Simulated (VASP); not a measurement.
Set up this calculation in VASP 6.6.1, as the native input.

```yaml
Task: single point
Functional: LDA
Potentials_or_basis: VASP PAW LDA potentials, release 64 (Sc_sv)
Cutoff: 520 eV
k_mesh: 13 × 13 × 7
Occupations: fermi-dirac, width 0.03 eV
Spin: no spin polarisation
Dipole_correction: no
Further_INCAR_settings: ALGO = Normal; EDIFF = 1e-06; NBANDS = 18
```

The structure of Sc lies in POSCAR:

```
Sc
1.0
    3.2426219394      0.0000000000      0.0000000000
   -1.6213109696      2.8081929743      0.0000000000
    0.0000000000      0.0000000000      5.2680000000
Sc
2
Direct
    0.3333333333      0.6666666667      0.2500000000
    0.6666666667      0.3333333333      0.7500000000
```

This cell differs from its parent crystal: equal xx and yy strain of -2 %.

These files were run (other wordings do the same):

INCAR

```
SYSTEM = Sc
ALGO = Normal
EDIFF = 1E-6
ENCUT = 520
ISIF = 2
ISMEAR = -1
LASPH = .TRUE.
LCHARG = .FALSE.
LREAL = .FALSE.
LWAVE = .FALSE.
NBANDS = 18
NELM = 80
PREC = Accurate
SIGMA = 0.03
```

KPOINTS

```
k-points
0
G
  13 13 7
  0 0 0
```

Potentials or basis: VASP PAW LDA potentials, release 64 (Sc_sv).

Command:

```console
$ cat potpaw_LDA.64/Sc_sv/POTCAR > POTCAR
$ mpirun -np 1 vasp_std > vasp.out
```

Results of the run:

```json
{
  "Pressure": "-3.3 GPa",
  "Band gap on the k mesh": "zero (band 11 reaches 4.28 eV, above the bottom of band 12 at 3.16 eV)"
}
```

Caveat: the cell differs from its parent crystal (equal xx and yy strain of -2 %).

It took 24 s on 1 thread of Intel(R) Xeon(R) Platinum 8488C (Sapphire Rapids), on a shared host, peak memory 0.18 GiB.
